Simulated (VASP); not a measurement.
# Ta (Im-3m) in VASP: settings compared

Ta is run at these levels: PBEsol-based global hybrid with 25 % exact exchange, PBE0, HF, PBEsol-based screened hybrid with 25 % exact exchange; tasks: single point, relaxation of cell and atoms.

Program: VASP 6.6.1. These are calculated values, not measurements. Logs are shortened: lines on timing, memory, paths and dates and some standing lists are left out, and cuts for length are marked.

## 1. The cell of the first run

The structure is cubic, space group Im-3m (No. 229). Conventional cell: a = 3.303 Å, b = 3.303 Å, c = 3.303 Å, α = 90.00°, β = 90.00°, γ = 90.00°. Within 3.8 Å of Ta (site symmetry m-3m) lie 14 Ta at 2.86 to 3.30 Å.

## 2. Single point, PBEsol-based global hybrid with 25 % exact exchange

POSCAR

```
Ta
1.0
   -1.6512800000      1.6512800000      1.6512800000
    1.6512800000     -1.6512800000      1.6512800000
    1.6512800000      1.6512800000     -1.6512800000
Ta
1
Direct
    0.0000000000      0.0000000000      0.0000000000
```

INCAR.step1

```
PREC = Accurate
ENCUT = 520
EDIFF = 1E-5
ISMEAR = -1
SIGMA = 0.05
LREAL = F
LASPH = T
NELM = 80
ALGO = Normal
ISIF = 2
LWAVE = T
LCHARG = F
NBANDS = 12
GGA = PE
```

INCAR.step2

```
PREC = Accurate
ENCUT = 520
EDIFF = 1E-7
ISMEAR = -1
SIGMA = 0.05
LREAL = F
LASPH = T
NELM = 80
ALGO = Normal
ISIF = 2
LWAVE = F
LCHARG = F
GGA = PS
LHFCALC = T
AEXX = 0.25
PRECFOCK = Normal
NBANDS = 12
ISTART = 1
```

KPOINTS

```
Automatic mesh
0
Gamma
  6 6 6
```

Potentials or basis: VASP PAW PBE potentials, release 64 (Ta_pv).

Run with:

```console
$ cat potpaw_PBE.64/Ta_pv/POTCAR > POTCAR
$ cp INCAR.step1 INCAR
$ mpirun -np 1 vasp_std > vasp.out
$ cp INCAR.step2 INCAR
$ mpirun -np 1 vasp_std > vasp.out
```

OUTCAR:

```text
PREC = Accurate
   ENCUT = 520
   EDIFF = 1E-7
   ISMEAR = -1
   LREAL = F
   LASPH = T
   NELM = 80
   ISIF = 2
   GGA = PS
   LHFCALC = T
   AEXX = 0.25
   PRECFOCK = Normal
   ISTART = 1

 ion  position               nearest neighbor table
   1  0.000  0.000  0.000-

  LATTYP: Found a body centered cubic cell.
 ALAT       =     3.3025600000

  Lattice vectors:

 A1 = (  -1.6512800000,   1.6512800000,   1.6512800000)
 A2 = (   1.6512800000,  -1.6512800000,   1.6512800000)
 A3 = (   1.6512800000,   1.6512800000,  -1.6512800000)

Analysis of symmetry for initial positions (statically):
=====================================================================
 Subroutine PRICEL returns:
 Original cell was already a primitive cell.

 Routine SETGRP: Setting up the symmetry group for a
 body centered cubic supercell.

 Subroutine GETGRP returns: Found 48 space group operations
 (whereof 48 operations were pure point group operations)
 out of a pool of 48 trial point group operations.

The static configuration has the point symmetry O_h .

Analysis of symmetry for dynamics (positions and initial velocities):
=====================================================================
 Subroutine PRICEL returns:
 Original cell was already a primitive cell.

 Routine SETGRP: Setting up the symmetry group for a
 body centered cubic supercell.

 Subroutine GETGRP returns: Found 48 space group operations
 (whereof 48 operations were pure point group operations)
 out of a pool of 48 trial point group operations.

The dynamic configuration has the point symmetry O_h .

 Subroutine INISYM returns: Found 48 space group operations
 (whereof 48 operations are pure point group operations),
 and found     1 'primitive' translations

----------------------------------------------------------------------------------------

                                     Primitive cell

  volume of cell :      18.0104

  direct lattice vectors                    reciprocal lattice vectors
    -1.651280000  1.651280000  1.651280000     0.000000000  0.302795407  0.302795407
     1.651280000 -1.651280000  1.651280000     0.302795407  0.000000000  0.302795407
     1.651280000  1.651280000 -1.651280000     0.302795407  0.302795407  0.000000000

  length of vectors
     2.860100858  2.860100858  2.860100858     0.428217371  0.428217371  0.428217371

  position of ions in fractional coordinates (direct lattice)
     0.000000000  0.000000000  0.000000000

  ion indices of the primitive-cell ions
   primitive index   ion index
                 1           1

----------------------------------------------------------------------------------------

 KPOINTS: Automatic mesh

Automatic generation of k-mesh.
 Grid dimensions read from file:
 generate k-points for:    6    6    6

 Generating k-lattice:

  Cartesian coordinates                     Fractional coordinates (reciprocal lattice)
     0.000000000  0.050465901  0.050465901     0.166666667  0.000000000  0.000000000
     0.050465901  0.000000000  0.050465901     0.000000000  0.166666667  0.000000000
     0.050465901  0.050465901  0.000000000     0.000000000  0.000000000  0.166666667

  Length of vectors
     0.071369562  0.071369562  0.071369562

  Shift w.r.t. Gamma in fractional coordinates (k-lattice)
     0.000000000  0.000000000  0.000000000

 Subroutine IBZKPT returns following result:
 ===========================================

 Found     16 irreducible k-points:

 Following reciprocal coordinates:
            Coordinates               Weight
  0.000000  0.000000  0.000000      1.000000
  0.166667  0.000000  0.000000     12.000000
  0.333333  0.000000  0.000000     12.000000
  0.500000  0.000000  0.000000      6.000000
  0.166667  0.166667  0.000000     24.000000
  0.333333  0.166667  0.000000     48.000000
[... 8 lines left out ...]
  0.500000  0.500000  0.333333     12.000000
  0.500000  0.500000  0.500000      1.000000
   k-points           NKPTS =     16   k-points in BZ     NKDIM =    216   number of bands    NBANDS=     12
   number of dos      NEDOS =    301   number of ions     NIONS =      1
   total plane-waves  NPLWV =  13824
   dimension x,y,z NGX =    24 NGY =   24 NGZ =   24
   dimension x,y,z NGXF=    48 NGYF=   48 NGZF=   48
   ions per type =               1
   NGX,Y,Z   is equivalent  to a cutoff of  13.95, 13.95, 13.95 a.u.
   NGXF,Y,Z  is equivalent  to a cutoff of  27.90, 27.90, 27.90 a.u.
 SYSTEM =  unknown system
   PREC   = accura    normal or accurate (medium, high low for compatibility)
   ISTART =      1    job   : 0-new  1-cont  2-samecut
   ICHARG =      0    charge: 1-file 2-atom 10-const
   ISPIN  =      1    spin polarized calculation?
   LNONCOLLINEAR =      F non collinear calculations
   LSORBIT =      F    spin-orbit coupling
   LASPH  =      T    aspherical Exc in radial PAW
   ENCUT  =  520.0 eV  38.22 Ry    6.18 a.u.   5.32  5.32  5.32*2*pi/ulx,y,z
[... 71 lines left out ...]
      6       6.7248      0.00000
      7       6.7248      0.00000
      8      10.3714      0.00000
      9      10.3714      0.00000
     10      21.5988      0.00000
     11      21.5988      0.00000
     12      22.1946      0.00000

 k-point     2 :       0.1667    0.0000    0.0000
  band No.  band energies     occupation
      1     -31.0665      2.00000
      2     -30.8153      2.00000
      3     -30.7111      2.00000
      4      -3.0063      2.00000
      5       5.7542      0.00000
      6       6.1097      0.00000
      7       7.9838      0.00000
      8       9.5870      0.00000
      9      10.3665      0.00000
     10      22.1939      0.00000
     11      22.3730      0.00000
     12      23.7657      0.00000

 k-point     3 :       0.3333    0.0000    0.0000
  band No.  band energies     occupation
      1     -31.7351      2.00000
      2     -31.0224      2.00000
      3     -30.7144      2.00000
      4      -0.6868      2.00000
      5       3.6432      2.00000
      6       5.3000      0.00064
      7      10.0625      0.00000
      8      10.7523      0.00000
      9      11.3724      0.00000
     10      20.2551      0.00000
     11      21.1964      0.00000
     12      22.2045      0.00000

 k-point     4 :       0.5000    0.0000    0.0000
  band No.  band energies     occupation
      1     -32.0481      2.00000
      2     -31.1237      2.00000
      3     -30.7158      2.00000
      4      -0.2903      2.00000
      5       2.9794      2.00000
      6       6.8164      0.00000
      7      10.2083      0.00000
      8      11.2504      0.00000
      9      14.2481      0.00000
     10      18.3550      0.00000
     11      18.3881      0.00000
     12      22.1989      0.00000

 k-point     5 :       0.1667    0.1667    0.0000
  band No.  band energies     occupation
      1     -31.5187      2.00000
      2     -30.9581      2.00000
      3     -30.7877      2.00000
      4      -0.9448      2.00000
      5       4.0502      2.00000
      6       4.3095      1.99998
      7       9.1745      0.00000
      8      10.6065      0.00000
      9      11.0524      0.00000
     10      21.7142      0.00000
     11      22.2022      0.00000
     12      23.5563      0.00000
[... 108 lines left out ...]
      1     -31.7713      2.00000
      2     -31.4659      2.00000
      3     -31.0365      2.00000
      4       2.0023      2.00000
      5       2.3365      2.00000
      6       4.8723      1.25194
      7       9.2918      0.00000
      8      11.1146      0.00000
      9      15.1376      0.00000
     10      18.0121      0.00000
     11      21.2741      0.00000
     12      22.1972      0.00000

 k-point    14 :      -0.3333    0.3333    0.3333
  band No.  band energies     occupation
      1     -31.5905      2.00000
      2     -31.3795      2.00000
      3     -31.3795      2.00000
      4       1.4524      2.00000
      5       1.9353      2.00000
      6       8.4996      0.00000
      7       8.4996      0.00000
      8      10.9908      0.00000
      9      11.2586      0.00000
     10      22.1898      0.00000
     11      22.2673      0.00000
     12      22.2673      0.00000

 k-point    15 :       0.5000    0.5000    0.3333
  band No.  band energies     occupation
      1     -31.7209      2.00000
      2     -31.4924      2.00000
      3     -31.4002      2.00000
      4       1.0685      2.00000
      5       1.3371      2.00000
      6       8.9488      0.00000
      7       8.9888      0.00000
      8      13.4847      0.00000
      9      14.7931      0.00000
     10      16.9172      0.00000
     11      18.8600      0.00000
     12      22.1940      0.00000

 k-point    16 :       0.5000    0.5000    0.5000
  band No.  band energies     occupation
      1     -31.6082      2.00000
      2     -31.6082      2.00000
      3     -31.6082      2.00000
      4       0.3544      2.00000
      5       0.3544      2.00000
      6      13.2475      0.00000
      7      13.2475      0.00000
      8      13.2475      0.00000
      9      14.9527      0.00000
     10      14.9527      0.00000
     11      14.9527      0.00000
     12      22.1259      0.00000

------------------------ aborting loop because EDIFF is reached ----------------------------------------

  FORCE on cell =-STRESS in cart. coord.  units (eV):
  Direction    XX          YY          ZZ          XY          YZ          ZX
  --------------------------------------------------------------------------------------
  -------------------------------------------------------------------------------------
  Total       -0.1581508     -0.1581508     -0.1581508      0.0000000      0.0000000     -0.0000000
  in kB      -14.0688906    -14.0688906    -14.0688906      0.0000000      0.0000000     -0.0000000
  external PRESSURE =     -14.0688906 kB  Pullay stress =       0.0000000 kB

 VOLUME and BASIS-vectors are now :
 -----------------------------------------------------------------------------
  energy-cutoff  :      520.00
  volume of cell :       18.01
      direct lattice vectors                 reciprocal lattice vectors
    -1.651280000  1.651280000  1.651280000     0.000000000  0.302795407  0.302795407
     1.651280000 -1.651280000  1.651280000     0.302795407  0.000000000  0.302795407
     1.651280000  1.651280000 -1.651280000     0.302795407  0.302795407  0.000000000

 POSITION                                       TOTAL-FORCE (eV/Angst)
 -----------------------------------------------------------------------------------
      0.00000      0.00000      0.00000        -0.000000      0.000000     -0.000000
 -----------------------------------------------------------------------------------
    total drift:                               -0.000000      0.000000      0.000000

  FREE ENERGIE OF THE ION-ELECTRON SYSTEM (eV)
  ---------------------------------------------------
  free  energy   TOTEN  =       -15.0557188315 eV

  energy  without entropy=      -15.0482477028  energy(sigma->0) =      -15.05198327
```

Run time: 6.2 min. Hardware: 1 thread of Intel Xeon Platinum 8488C (Sapphire Rapids), shared host; peak memory 0.15 GiB.

Results:

* Free energy: -15.0557 eV
* Pressure: -1.4 GPa
* Band gap on the k mesh: zero (an odd number of electrons rules out a gap without spin polarisation)

Caveat: the k points lie up to 0.45 Å⁻¹ apart, too coarse for converged energies and pressures of a metal; the PAW data sets were made with another functional, which shifts forces and pressure a little; spin-orbit coupling is left out, which moves the levels of the heavy elements.

## 3. Single point, PBE0, non-collinear spin, zero start, spin-orbit coupling

POSCAR is that of step 2.

INCAR.step1

```
PREC = Accurate
ENCUT = 520
EDIFF = 1E-5
ISMEAR = -1
SIGMA = 0.05
LREAL = False
LASPH = True
NELM = 150
ALGO = Normal
ISIF = 2
LWAVE = True
LCHARG = False
MAGMOM = 0 0 0
LORBIT = 11
LSORBIT = True
GGA_COMPAT = False
LORBMOM = True
LMAXMIX = 4
GGA = PE
NBANDS = 22
```

INCAR.step2

```
PREC = Accurate
ENCUT = 520
EDIFF = 1E-7
ISMEAR = -1
SIGMA = 0.05
LREAL = False
LASPH = True
NELM = 150
ALGO = Normal
ISIF = 2
LWAVE = False
LCHARG = False
MAGMOM = 0 0 0
LORBIT = 11
LSORBIT = True
GGA_COMPAT = False
LORBMOM = True
LMAXMIX = 4
GGA = PE
LHFCALC = True
AEXX = 0.25
PRECFOCK = Normal
ISTART = 1
NBANDS = 22
```

KPOINTS

```
Automatic mesh
0
Gamma
  5 5 5
```

Potentials or basis: VASP PAW PBE potentials, release 64 (Ta_pv).

Run with:

```console
$ cat potpaw_PBE.64/Ta_pv/POTCAR > POTCAR
$ cp INCAR.step1 INCAR
$ mpirun -np 1 vasp_ncl > vasp.out
$ cp INCAR.step2 INCAR
$ mpirun -np 1 vasp_ncl > vasp.out
```

It took 45 min on 1 thread of AMD EPYC 9R45 (Zen 5), shared host; peak memory 0.17 GiB.

It converged, with:

```yaml
Free_energy: -15.3153 eV
Pressure: 2.3 GPa
Net_moment: 0.05 μB per cell
Valence_electrons_inside_the_program's_atomic_spheres: Ta 8.90
```

Moments on the atoms (μB; x, y, z):
```
Ta  0.00 0.00 0.00
```

Caveat: the k points lie up to 0.54 Å⁻¹ apart; a moment this small can come from the mesh or the smearing; the PAW data sets were made with another functional, which shifts forces and pressure a little.

## 4. Relaxation of cell and atoms, HF

POSCAR is that of step 3.

INCAR.step1

```
PREC = Accurate
ENCUT = 600
EDIFF = 1E-5
ISMEAR = -1
SIGMA = 0.05
LREAL = F
LASPH = T
NELM = 60
ALGO = Normal
LWAVE = T
LCHARG = F
GGA = PE
NBANDS = 12
```

INCAR.step2

```
PREC = Accurate
ENCUT = 600
EDIFF = 1E-7
ISMEAR = -1
SIGMA = 0.05
LREAL = F
LASPH = T
NELM = 60
ALGO = Normal
ISIF = 3
LWAVE = F
LCHARG = F
GGA = PE
LHFCALC = T
AEXX = 1.0
ALDAC = 0.0
AGGAC = 0.0
PRECFOCK = Normal
IBRION = 2
NSW = 60
EDIFFG = -0.01
ISTART = 1
```

KPOINTS

```
regular mesh
0
Gamma
  6 6 6
```

Run with:

```console
$ cat potpaw_PBE.64/Ta_pv/POTCAR > POTCAR
$ cp INCAR.step1 INCAR
$ mpirun -np 1 vasp_std > vasp.out
$ cp INCAR.step2 INCAR
$ mpirun -np 1 vasp_std > vasp.out
```

Wall time 32 min (1 thread of AMD EPYC 9R45 (Zen 5), shared host); peak memory 0.14 GiB.

It converged, with:

| Quantity | Value |
| --- | --- |
| Free energy | -20.6829 eV |
| Relaxed volume | 18.91 Å³/atom |
| Relaxed cell | a = 2.907 Å, b = 2.907 Å, c = 2.907 Å, α = 109.47°, β = 109.47°, γ = 109.47° |
| Space group after relaxing (to 0.1 Å) | Im-3m (No. 229) |
| Energy gained by relaxing | 32.8 meV/atom |
| Ionic steps | 4 |
| Pressure after relaxing | 0.0 GPa |
| Band gap on the k mesh | zero (an odd number of electrons rules out a gap without spin polarisation) |

The path:
| step | energy change (eV) | largest force (eV/Å) | pressure (GPa) | volume (Å³) |
| --- | --- | --- | --- | --- |
| 1 | 0.0000 | 0.0000 | 12.15 | 18.01 |
| 2 | 0.2143 | 0.0000 | -24.26 | 21.81 |
| 3 | -0.0327 | 0.0000 | -0.66 | 18.97 |
| 4 | -0.0328 | 0.0000 | -0.02 | 18.91 |

Final structure:
```xyz
1
Lattice="-1.6784 1.6784 1.6784 1.6784 -1.6784 1.6784 1.6784 1.6784 -1.6784" Properties=species:S:1:pos:R:3 pbc="T T T"
Ta    0.0000    0.0000    0.0000
```

Levels at points of the mesh, in eV from the Fermi level:
| k point | band 3 | band 4 | band 5 | band 6 | band 7 | band 8 |
| --- | --- | --- | --- | --- | --- | --- |
| (0.00, 0.00, 0.00) | -43.86 | -13.70 | 4.63 | 4.63 | 4.63 | 9.28 |
| (0.50, 0.00, 0.00) | -43.86 | -7.97 | -3.37 | 1.45 | 9.00 | 10.14 |
| (0.50, 0.50, 0.50) | -44.85 | -6.91 | -6.91 | 11.94 | 11.94 | 11.94 |

Caveat: the k points lie up to 0.44 Å⁻¹ apart in the final cell, too coarse for converged energies and pressures of a metal; the PAW data sets were made with another functional, which shifts forces and pressure a little; spin-orbit coupling is left out, which moves the levels of the heavy elements.

## 5. Single point, PBEsol-based screened hybrid with 25 % exact exchange

POSCAR is that of step 4.

INCAR.step1

```
PREC = Accurate
ENCUT = 520
EDIFF = 1E-5
ISMEAR = -1
SIGMA = 0.05
LREAL = False
LASPH = True
NELM = 80
ALGO = Normal
ISIF = 2
LWAVE = True
GGA = PE
NBANDS = 12
```

INCAR.step2

```
PREC = Accurate
ENCUT = 520
EDIFF = 1E-7
ISMEAR = -1
SIGMA = 0.05
LREAL = False
LASPH = True
NELM = 80
ALGO = Normal
ISIF = 2
LWAVE = False
LCHARG = True
GGA = PS
LHFCALC = True
AEXX = 0.25
HFSCREEN = 0.207
PRECFOCK = Normal
LELF = True
LVHAR = True
ISTART = 1
NBANDS = 12
```

KPOINTS

```
Automatic mesh
0
Gamma
  6 6 6
```

Run with:

```console
$ cat potpaw_PBE.64/Ta_pv/POTCAR > POTCAR
$ cp INCAR.step1 INCAR
$ mpirun -np 1 vasp_std > vasp.out
$ cp INCAR.step2 INCAR
$ mpirun -np 1 vasp_std > vasp.out
```

Wall time 7.9 min (1 thread of Intel Xeon Platinum 8259CL at 2.50GHz (Skylake/Cascade Lake), shared host); peak memory 0.25 GiB.

Results (log left out):

```yaml
Free_energy: -13.9245 eV
Pressure: -1.2 GPa
Band_gap_on_the_k_mesh: zero (an odd number of electrons rules out a gap without spin polarisation)
```

Levels at points of the mesh, in eV from the Fermi level:
| k point | band 1 | band 2 | band 3 | band 4 | band 5 | band 6 | band 7 | band 8 | band 9 | band 10 |
| --- | --- | --- | --- | --- | --- | --- | --- | --- | --- | --- |
| (0.00, 0.00, 0.00) | -35.29 | -35.29 | -35.29 | -8.87 | 1.33 | 1.33 | 1.33 | 4.97 | 4.97 | 16.20 |
| (0.50, 0.00, 0.00) | -36.62 | -35.70 | -35.29 | -4.87 | -1.62 | 1.58 | 4.81 | 5.87 | 8.86 | 12.97 |
| (0.50, 0.50, 0.50) | -36.18 | -36.18 | -36.18 | -4.22 | -4.22 | 7.84 | 7.84 | 7.84 | 9.56 | 9.56 |

Caveat: the k points lie up to 0.45 Å⁻¹ apart, too coarse for converged energies and pressures of a metal; the PAW data sets were made with another functional, which shifts forces and pressure a little; spin-orbit coupling is left out, which moves the levels of the heavy elements.

## 6. Summary

| task | level | spin | cell | k mesh | cutoff (eV) | share of exact exchange | screening parameter | gap on the mesh (eV) | pressure (GPa) |
| --- | --- | --- | --- | --- | --- | --- | --- | --- | --- |
| single point | PBEsol-based global hybrid with 25 % exact exchange | off | as given | 6 × 6 × 6 | 520 | 0.25 | - | none | -1.4 |
| single point | PBE0 | non-collinear, zero start, SOC | as given | 5 × 5 × 5 | 520 | 0.25 | - | - | 2.3 |
| relaxation of cell and atoms | HF | off | relaxed | 6 × 6 × 6 | 600 | 1 | - | none | 0.0 |
| single point | PBEsol-based screened hybrid with 25 % exact exchange | off | as given | 6 × 6 × 6 | 520 | 0.25 | 0.207 1/Å | none | -1.2 |

Alike in all rows: potentials or basis VASP PAW PBE potentials, release 64 (Ta_pv); smearing fermi-dirac 0.05 eV.

Caveats: all runs use coarse meshes; the PAW data sets were made with another functional, which shifts forces and pressure a little; spin-orbit coupling is left out, which moves the levels of the heavy elements (at least some runs); a moment this small can come from the mesh or the smearing (at least some runs).

Absolute energies hang on the potentials; compare differences alone.
